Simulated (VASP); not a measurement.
Here is a VASP 6.6.1 calculation.

INCAR

```
PREC = Accurate
ENCUT = 520
EDIFF = 1E-8
ISMEAR = -1
SIGMA = 0.05
LREAL = F
LASPH = T
NELM = 100
ALGO = Normal
ISIF = 2
LWAVE = F
LCHARG = F
LEFG = T
NBANDS = 12
```

Contents of KPOINTS:

```
regular mesh
0
Gamma
  13 13 13
```

File POSCAR:

```
Y
1.0
    0.0000000000      2.5177011185      2.5177011185
    2.5177011185      0.0000000000      2.5177011185
    2.5177011185      2.5177011185      0.0000000000
Y
1
Direct
    0.0000000000      0.0000000000      0.0000000000
```

Potentials or basis: VASP PAW LDA potentials, release 64 (Y_sv).

Launch:

```sh
$ cat potpaw_LDA.64/Y_sv/POTCAR > POTCAR
$ mpirun -np 1 vasp_std > vasp.out
```

Q: Predict the pressure.

A: -3.3 GPa.

Caveat: without QUAD_EFG the Cq values of the log hold for a quadrupole moment of 1 mb, not for the nuclei.
